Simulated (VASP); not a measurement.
# Si (Cmce) in VASP: a series of runs

Si is run at these levels: r2SCAN; tasks: single point.

Everything below comes from runs of VASP 6.6.1. Logs are shortened: lines on timing, memory, paths and dates and some standing lists are left out, and cuts for length are marked.

**1. The cell of the first run**

Symmetry: Cmce, No. 64, orthorhombic system. Conventional cell: a = 3.425 Å, b = 10.866 Å, c = 4.533 Å, α = 90.00°, β = 90.00°, γ = 90.00°. Within 3.0 Å of Si (site symmetry m) lie 3 Si at 2.24 to 2.28 Å.

**2. Single point, r2SCAN**

Contents of POSCAR:

```
Si
1.0
    1.7126690100     -5.4329379470      0.0000000000
    1.7126690100      5.4329379470      0.0000000000
    0.0000000000      0.0000000000      4.5326225158
Si
4
Direct
    0.0980000000      0.9020000000      0.9100000000
    0.5980000000      0.4020000000      0.5900000000
    0.9020000000      0.0980000000      0.0900000000
    0.4020000000      0.5980000000      0.4100000000
```

Contents of INCAR.step1:

```
SYSTEM = Si
PREC     = Accurate       ! precision mode
ENCUT    = 520            ! plane-wave cutoff, eV
ISMEAR   = 0              ! smearing method
SIGMA    = 0.1            ! smearing width, eV
LREAL    = .False.        ! projectors in reciprocal space
LASPH    = .True.         ! aspherical terms in the spheres
NELM     = 100            ! most SCF steps
NBANDS   = 16             ! bands
GGA      = PE             ! functional
ALGO     = Normal         ! electronic algorithm
EDIFF    = 1E-4           ! SCF threshold, eV
LWAVE    = .True.         ! write WAVECAR
LCHARG   = .False.        ! write CHGCAR
```

Contents of INCAR.step2:

```
SYSTEM = Si
PREC     = Accurate       ! precision mode
ENCUT    = 520            ! plane-wave cutoff, eV
EDIFF    = 1E-6           ! SCF threshold, eV
ISMEAR   = 0              ! smearing method
SIGMA    = 0.1            ! smearing width, eV
LREAL    = .False.        ! projectors in reciprocal space
LASPH    = .True.         ! aspherical terms in the spheres
NELM     = 100            ! most SCF steps
ALGO     = Normal         ! electronic algorithm
ISIF     = 2              ! what is computed and relaxed
LWAVE    = .False.        ! write WAVECAR
LCHARG   = .True.         ! write CHGCAR
METAGGA  = R2SCAN         ! meta-GGA
LMIXTAU  = .True.       
LELF     = .True.         ! ELF
LVHAR    = .True.       
NBANDS   = 16             ! bands
ISTART   = 1
```

Contents of KPOINTS:

```
regular mesh
0
Gamma
  6 6 4
  0 0 0
```

Potentials or basis: VASP PAW PBE potentials, release 64 (Si).

On the command line:

```console
$ cat potpaw_PBE.64/Si/POTCAR > POTCAR
$ cp INCAR.step1 INCAR
$ mpirun -np 1 vasp_std > vasp.out
$ cp INCAR.step2 INCAR
$ mpirun -np 1 vasp_std > vasp.out
```

OUTCAR:

```text
SYSTEM = Si
   PREC = Accurate
   ENCUT = 520
   EDIFF = 1E-6
   ISMEAR = 0
   LREAL = .False.
   LASPH = .True.
   NELM = 100
   ISIF = 2
   METAGGA = R2SCAN
   ISTART = 1

 ion  position               nearest neighbor table
   1  0.098  0.902  0.910-   2 2.24   2 2.24   3 2.28
   2  0.598  0.402  0.590-   1 2.24   1 2.24   4 2.28
   3  0.902  0.098  0.090-   4 2.24   4 2.24   1 2.28
   4  0.402  0.598  0.410-   3 2.24   3 2.24   2 2.28

  LATTYP: Found a base centered orthorhombic cell.
 ALAT       =     3.4253380200
 B/A-ratio  =     3.1722054380
 C/A-ratio  =     1.3232628399

  Lattice vectors:

 A1 = (   1.7126690100,  -5.4329379470,   0.0000000000)
 A2 = (   1.7126690100,   5.4329379470,   0.0000000000)
 A3 = (   0.0000000000,   0.0000000000,   4.5326225158)

Analysis of symmetry for initial positions (statically):
=====================================================================
 Subroutine PRICEL returns:
 Original cell was already a primitive cell.

 Routine SETGRP: Setting up the symmetry group for a
 base centered orthorhombic supercell.

 Subroutine GETGRP returns: Found  8 space group operations
 (whereof  4 operations were pure point group operations)
 out of a pool of  8 trial point group operations.

The static configuration has the point symmetry C_2h.
 The point group associated with its full space group is D_2h.

Analysis of symmetry for dynamics (positions and initial velocities):
=====================================================================
 Subroutine PRICEL returns:
 Original cell was already a primitive cell.

 Routine SETGRP: Setting up the symmetry group for a
 base centered orthorhombic supercell.

 Subroutine GETGRP returns: Found  8 space group operations
 (whereof  4 operations were pure point group operations)
 out of a pool of  8 trial point group operations.

The dynamic configuration has the point symmetry C_2h.
 The point group associated with its full space group is D_2h.

 Subroutine INISYM returns: Found  8 space group operations
 (whereof  4 operations are pure point group operations),
 and found     1 'primitive' translations

----------------------------------------------------------------------------------------

                                     Primitive cell

  volume of cell :      84.3505

  direct lattice vectors                    reciprocal lattice vectors
     1.712669010 -5.432937947  0.000000000     0.291941991 -0.092031237  0.000000000
[... 93 lines left out ...]
   NSW    =      0    number of steps for IOM
   IBRION =     -1    ionic relax: 0-MD 1-quasi-New 2-CG
   NFREE  =      0    steps in history (QN), initial steepest desc. (CG)
   ISIF   =      2    stress and relaxation
   ISYM   =      2    0-nonsym 1-usesym 2-fastsym
   POTIM  = 0.5000    time-step for ionic-motion
   TEBEG  =    0.0;   TEEND  =   0.0 temperature during run
   PSTRESS=    0.0 pullay stress
   NELECT =      16.0000    total number of electrons
   NUPDOWN=      -1.0000    fix difference up-down
   EMIN   =  10.00;   EMAX   =-10.00  energy-range for DOS
   EFERMI =   0.00;   METHOD = LEGACY
   ISMEAR =     0;   SIGMA  =   0.10  broadening in eV -4-tet -1-fermi 0-gaus
   EFERMI_NEDOS =   21; number of points for ismear=-14 and -15
   IALGO  =     38    algorithm
   IMIX   =      4    mixing-type and parameters
     AMIX     =   0.40;   BMIX     =  1.00
     AMIX_MAG =   1.60;   BMIX_MAG =  1.00
  volume/ion in A,a.u.               =      21.09       142.31
  Fermi-wavevector in a.u.,A,eV,Ry     =   0.940630  1.777533 12.038233  0.884785
  Thomas-Fermi vector in A             =   2.068061
   LORBIT       =      0    0 simple, 1 ext, 2 COOP (PROOUT), +10 PAW based schemes
   METAGGA = R2SCAN    functional components
   LHFCALC =     F    Hartree Fock is set to
   AEXX    =    0.0000 exact exchange contribution
   IVDW    =     0    specifies the selected vdW correction
   LEPSILON=     F    determine dielectric tensor
   LRPA    =     F    only Hartree local field effects (RPA)
 non-spin polarized calculation
 Gauss-broadening in eV      SIGMA  =   0.10
  energy-cutoff  :      520.00
  volume of cell :       84.35
 maximum number of plane-waves:      2303
   NGX = 21   NGY = 21   NGZ = 17

 number of electron      16.0000000 magnetization

 Free energy of the ion-electron system (eV)
  ---------------------------------------------------
  ext. energy  EPLUGINS =         0.00000000
  ---------------------------------------------------
  free energy    TOTEN  =       -30.91619889 eV

  energy without entropy =      -30.90349542  energy(sigma->0) =      -30.90984715

 E-fermi :   4.9410     XC(G=0):  -9.7276

 val. band max:        4.9055060406   @ k =   0.1667   0.0000   0.0000
 cond. band min:       4.9599660656   @ k =   0.1667   0.1667   0.0000
 fundamental gap:      0.0544600250
 Fermi energy:         4.9410429497

 k-point     1 :       0.0000    0.0000    0.0000
  band No.  band energies     occupation
      1      -7.5410      2.00000
      2      -4.0950      2.00000
      3      -0.6521      2.00000
      4       0.3360      2.00000
      5       2.3328      2.00000
      6       3.9082      2.00000
[... 433 lines left out ...]
      3      -1.5304      2.00000
      4       0.4765      2.00000
      5       1.7724      2.00000
      6       3.7261      2.00000
[... 8 lines left out ...]
     15      11.2515      0.00000
     16      11.9687      0.00000

 [... further k-points ...]

------------------------ aborting loop because EDIFF is reached ----------------------------------------

  FORCE on cell =-STRESS in cart. coord.  units (eV):
  Direction    XX          YY          ZZ          XY          YZ          ZX
  --------------------------------------------------------------------------------------
  -------------------------------------------------------------------------------------
  Total        8.4924680     -0.9850260      3.4396091      0.0000000      0.0000000      0.0000000
  in kB      161.3083203    -18.7098603     65.3328999      0.0000000      0.0000000      0.0000000
  external PRESSURE =      69.3104533 kB  Pullay stress =       0.0000000 kB

 VOLUME and BASIS-vectors are now :
 -----------------------------------------------------------------------------
  energy-cutoff  :      520.00
  volume of cell :       84.35
      direct lattice vectors                 reciprocal lattice vectors
     1.712669010 -5.432937947  0.000000000     0.291941991 -0.092031237  0.000000000
     1.712669010  5.432937947  0.000000000     0.291941991  0.092031237  0.000000000
     0.000000000  0.000000000  4.532622516     0.000000000  0.000000000  0.220622829

 POSITION                                       TOTAL-FORCE (eV/Angst)
 -----------------------------------------------------------------------------------
      1.71267      4.36808      4.12469         0.000000     -0.393161      0.881839
      1.71267     -1.06486      2.67425         0.000000     -0.393161     -0.881839
      1.71267     -4.36808      0.40794         0.000000      0.393161     -0.881839
      1.71267      1.06486      1.85838         0.000000      0.393161      0.881839
 -----------------------------------------------------------------------------------
    total drift:                               -0.000000     -0.000000     -0.000000

  FREE ENERGIE OF THE ION-ELECTRON SYSTEM (eV)
  ---------------------------------------------------
  free  energy   TOTEN  =       -30.9161988905 eV

  energy  without entropy=      -30.9034954182  energy(sigma->0) =      -30.90984715
```

OUTCAR.step1:

```text
SYSTEM = Si
   PREC = Accurate
   ENCUT = 520
   ISMEAR = 0
   LREAL = .False.
   LASPH = .True.
   NELM = 100
[... 687 lines left out ...]
      1.71267     -1.06486      2.67425         0.000000     -0.580991     -1.120424
      1.71267     -4.36808      0.40794         0.000000      0.580991     -1.120424
      1.71267      1.06486      1.85838         0.000000      0.580991      1.120424
 -----------------------------------------------------------------------------------
    total drift:                               -0.000000     -0.000000     -0.000000

  FREE ENERGIE OF THE ION-ELECTRON SYSTEM (eV)
  ---------------------------------------------------
  free  energy   TOTEN  =       -17.9617047201 eV

  energy  without entropy=      -17.9468309234  energy(sigma->0) =      -17.95426782
```

Run time: 1.8 min. Hardware: 1 thread of Intel Xeon 6975P-C (Granite Rapids), shared host; peak memory 0.25 GiB.

Results:

| Property | Result |
| --- | --- |
| Free energy | -30.9162 eV |
| Pressure | 6.9 GPa |
| Largest force | 0.966 eV/Å |
| Band gap on the k mesh | zero (bands 8 and 9 overlap by 1.57 eV) |

Forces on the atoms (eV/Å):
```
Si   0.000 -0.393  0.882
Si   0.000 -0.393 -0.882
Si   0.000  0.393 -0.882
Si   0.000  0.393  0.882
```

Stress tensor (GPa, compression positive):
```
16.13  0.00  0.00
 0.00 -1.87  0.00
 0.00  0.00  6.53
```

Caveat: the cell stands under pressure; the PAW data sets were made with another functional, which shifts forces and pressure a little.

**3. Single point, r2SCAN**

This run uses another cell than the first one, of 17.55 Å³/atom.

Contents of POSCAR:

```
Si
1.0
    1.7213538417     -3.3940925798      0.0000000000
    1.7213538417      3.3940925798      0.0000000000
    0.0000000000      0.0000000000      6.0090904841
Si
4
Direct
    0.1537032274      0.8462967726      0.9061301527
    0.6537032274      0.3462967726      0.5938698473
    0.8462967726      0.1537032274      0.0938698473
    0.3462967726      0.6537032274      0.4061301527
```

Contents of INCAR.step1:

```
SYSTEM = Si
PREC = Accurate ; ENCUT = 520
ISMEAR = 0 ; SIGMA = 0.1
LREAL = .False. ; LASPH = .True.
NELM = 100 ; NBANDS = 16
GGA = PE ; ALGO = Normal
EDIFF = 1E-4 ; LWAVE = .True.
LCHARG = .False.
```

Contents of INCAR.step2:

```
SYSTEM = Si
PREC = Accurate ; ENCUT = 520
EDIFF = 1E-6 ; ISMEAR = 0
SIGMA = 0.1 ; LREAL = .False.
LASPH = .True. ; NELM = 100
ALGO = Normal ; ISIF = 2
LWAVE = .False. ; LCHARG = .False.
METAGGA = R2SCAN ; LMIXTAU = .True.
NBANDS = 16 ; ISTART = 1
```

KPOINTS is that of step 2.

Potentials or basis: VASP PAW PBE potentials, release 64 (Si).

On the command line:

```console
$ cat potpaw_PBE.64/Si/POTCAR > POTCAR
$ cp INCAR.step1 INCAR
$ mpirun -np 1 vasp_std > vasp.out
$ cp INCAR.step2 INCAR
$ mpirun -np 1 vasp_std > vasp.out
```

OUTCAR:

```text
SYSTEM = Si
   PREC = Accurate
   ENCUT = 520
   EDIFF = 1E-6
   ISMEAR = 0
   LREAL = .False.
   LASPH = .True.
   NELM = 100
   ISIF = 2
   METAGGA = R2SCAN
   ISTART = 1

 ion  position               nearest neighbor table
   1  0.154  0.846  0.906-   3 2.37   3 2.44   3 2.44   2 2.55   2 2.55
   2  0.654  0.346  0.594-   4 2.37   4 2.44   4 2.44   1 2.55   1 2.55
   3  0.846  0.154  0.094-   1 2.37   1 2.44   1 2.44   4 2.55   4 2.55
   4  0.346  0.654  0.406-   2 2.37   2 2.44   2 2.44   3 2.55   3 2.55

  LATTYP: Found a base centered orthorhombic cell.
 ALAT       =     3.4427076834
 B/A-ratio  =     1.9717576349
 C/A-ratio  =     1.7454547515

  Lattice vectors:

 A1 = (   1.7213538417,  -3.3940925798,   0.0000000000)
 A2 = (   1.7213538417,   3.3940925798,   0.0000000000)
 A3 = (   0.0000000000,   0.0000000000,   6.0090904841)

Analysis of symmetry for initial positions (statically):
=====================================================================
 Subroutine PRICEL returns:
 Original cell was already a primitive cell.

 Routine SETGRP: Setting up the symmetry group for a
 base centered orthorhombic supercell.

 Subroutine GETGRP returns: Found  8 space group operations
 (whereof  4 operations were pure point group operations)
 out of a pool of  8 trial point group operations.

The static configuration has the point symmetry C_2h.
 The point group associated with its full space group is D_2h.

Analysis of symmetry for dynamics (positions and initial velocities):
=====================================================================
 Subroutine PRICEL returns:
 Original cell was already a primitive cell.

 Routine SETGRP: Setting up the symmetry group for a
 base centered orthorhombic supercell.

 Subroutine GETGRP returns: Found  8 space group operations
 (whereof  4 operations were pure point group operations)
 out of a pool of  8 trial point group operations.

The dynamic configuration has the point symmetry C_2h.
 The point group associated with its full space group is D_2h.

[... 124 lines left out ...]
  Fermi-wavevector in a.u.,A,eV,Ry     =   0.999932  1.889598 13.603986  0.999865
  Thomas-Fermi vector in A             =   2.132255
   LORBIT       =      0    0 simple, 1 ext, 2 COOP (PROOUT), +10 PAW based schemes
   METAGGA = R2SCAN    functional components
   LHFCALC =     F    Hartree Fock is set to
   AEXX    =    0.0000 exact exchange contribution
   IVDW    =     0    specifies the selected vdW correction
   LEPSILON=     F    determine dielectric tensor
   LRPA    =     F    only Hartree local field effects (RPA)
 non-spin polarized calculation
 Gauss-broadening in eV      SIGMA  =   0.10
  energy-cutoff  :      520.00
  volume of cell :       70.22
 maximum number of plane-waves:      1918
   NGX = 15   NGY = 15   NGZ = 23

 number of electron      16.0000001 magnetization

 Free energy of the ion-electron system (eV)
  ---------------------------------------------------
  ext. energy  EPLUGINS =         0.00000000
  ---------------------------------------------------
  free energy    TOTEN  =       -33.49835662 eV

  energy without entropy =      -33.49473233  energy(sigma->0) =      -33.49654448

 E-fermi :   7.3425     XC(G=0): -10.6605

 val. band max:        7.2883113083   @ k =   0.5000   0.5000   0.2500
 cond. band min:       7.3722266502   @ k =   0.5000   0.0000   0.5000
 fundamental gap:      0.0839153419
 Fermi energy:         7.3424553045

 k-point     1 :       0.0000    0.0000    0.0000
  band No.  band energies     occupation
      1      -6.1470      2.00000
      2      -2.7824      2.00000
      3      -1.2745      2.00000
      4       5.5765      2.00000
      5       6.8849      2.00000
      6       7.2276      1.89567
[... 433 lines left out ...]
      3      -0.4556      2.00000
      4       0.9370      2.00000
      5       3.0932      2.00000
      6       3.4389      2.00000
[... 8 lines left out ...]
     15      14.8126      0.00000
     16      15.8684      0.00000

 [... further k-points ...]

------------------------ aborting loop because EDIFF is reached ----------------------------------------

  FORCE on cell =-STRESS in cart. coord.  units (eV):
  Direction    XX          YY          ZZ          XY          YZ          ZX
  --------------------------------------------------------------------------------------
  -------------------------------------------------------------------------------------
  Total       -0.1541603     -0.0402138      0.0962821      0.0000000      0.0000000      0.0000000
  in kB       -3.5176339     -0.9175996      2.1969677      0.0000000      0.0000000      0.0000000
  external PRESSURE =      -0.7460886 kB  Pullay stress =       0.0000000 kB

 VOLUME and BASIS-vectors are now :
 -----------------------------------------------------------------------------
  energy-cutoff  :      520.00
  volume of cell :       70.22
      direct lattice vectors                 reciprocal lattice vectors
     1.721353842 -3.394092580  0.000000000     0.290469041 -0.147314780  0.000000000
     1.721353842  3.394092580  0.000000000     0.290469041  0.147314780  0.000000000
     0.000000000  0.000000000  6.009090484     0.000000000  0.000000000  0.166414535

 POSITION                                       TOTAL-FORCE (eV/Angst)
 -----------------------------------------------------------------------------------
      1.72135      2.35073      5.44502         0.000000      0.037085      0.015963
      1.72135     -1.04337      3.56862         0.000000      0.037085     -0.015963
      1.72135     -2.35073      0.56407         0.000000     -0.037085     -0.015963
      1.72135      1.04337      2.44047         0.000000     -0.037085      0.015963
 -----------------------------------------------------------------------------------
    total drift:                                0.000000      0.000000     -0.000000

  FREE ENERGIE OF THE ION-ELECTRON SYSTEM (eV)
  ---------------------------------------------------
  free  energy   TOTEN  =       -33.4983566188 eV

  energy  without entropy=      -33.4947323316  energy(sigma->0) =      -33.49654448
```

OUTCAR.step1:

```text
SYSTEM = Si
   PREC = Accurate
   ENCUT = 520
   ISMEAR = 0
   LREAL = .False.
   LASPH = .True.
   NELM = 100
[... 687 lines left out ...]
      1.72135     -1.04337      3.56862         0.000000      0.029696      0.107249
      1.72135     -2.35073      0.56407         0.000000     -0.029696      0.107249
      1.72135      1.04337      2.44047         0.000000     -0.029696     -0.107249
 -----------------------------------------------------------------------------------
    total drift:                                0.000000     -0.000000      0.000000

  FREE ENERGIE OF THE ION-ELECTRON SYSTEM (eV)
  ---------------------------------------------------
  free  energy   TOTEN  =       -20.4455583545 eV

  energy  without entropy=      -20.4396425819  energy(sigma->0) =      -20.44260047
```

OSZICAR.step1:

```text
N       E                     dE             d eps       ncg     rms          rms(c)
DAV:   1     0.197857276439E+02    0.19786E+02   -0.59947E+03  1248   0.829E+02
DAV:   2    -0.192662879572E+02   -0.39052E+02   -0.35789E+02  1680   0.115E+02
DAV:   3    -0.205648090949E+02   -0.12985E+01   -0.12875E+01  1688   0.193E+01
DAV:   4    -0.205768041402E+02   -0.11995E-01   -0.11993E-01  1552   0.237E+00
DAV:   5    -0.205769583569E+02   -0.15422E-03   -0.15421E-03  1696   0.247E-01    0.590E+00
DAV:   6    -0.204855646454E+02    0.91394E-01   -0.37270E-02  1640   0.103E+00    0.351E+00
DAV:   7    -0.204457953916E+02    0.39769E-01   -0.70466E-02  1616   0.141E+00    0.221E-01
DAV:   8    -0.204454676589E+02    0.32773E-03   -0.76246E-03  1472   0.519E-01    0.134E-01
DAV:   9    -0.204455583545E+02   -0.90696E-04   -0.27020E-04  1576   0.100E-01
   1 F= -.20445558E+02 E0= -.20442600E+02  d E =-.591577E-02
```

It took 52 s on 1 thread of Intel Xeon 6975P-C (Granite Rapids), shared host; peak memory 0.19 GiB.

Results:

```
Free energy            : -33.4984 eV
Pressure               : -0.1 GPa
Largest force          : 0.040 eV/Å
Band gap on the k mesh : zero (bands 8 and 9 overlap by 4.33 eV)
```

Forces on the atoms (eV/Å):
```
Si   0.000  0.037  0.016
Si   0.000  0.037 -0.016
Si   0.000 -0.037 -0.016
Si   0.000 -0.037  0.016
```

Levels at points of the mesh, in eV from the Fermi level:
| k point | band 5 | band 6 | band 7 | band 8 | band 9 | band 10 | band 11 | band 12 |
| --- | --- | --- | --- | --- | --- | --- | --- | --- |
| (0.00, 0.00, 0.00) | -0.46 | -0.11 | 0.33 | 1.30 | 1.76 | 2.61 | 2.99 | 3.90 |
| (0.50, 0.00, 0.00) | -5.11 | -5.11 | -2.13 | -2.13 | 0.97 | 0.97 | 2.25 | 2.25 |
| (0.50, 0.50, 0.00) | -5.43 | -3.68 | -2.07 | 0.95 | 1.42 | 2.52 | 3.94 | 4.49 |
| (0.00, 0.00, 0.50) | -1.10 | -1.10 | 0.31 | 0.31 | 2.47 | 2.47 | 3.99 | 3.99 |
| (0.50, 0.00, 0.50) | -3.11 | -3.11 | -1.65 | -1.65 | 0.03 | 0.03 | 1.61 | 1.61 |
| (0.50, 0.50, 0.50) | -2.28 | -2.28 | -1.15 | -1.15 | 0.77 | 0.77 | 3.00 | 3.00 |

Caveat: the PAW data sets were made with another functional, which shifts forces and pressure a little.
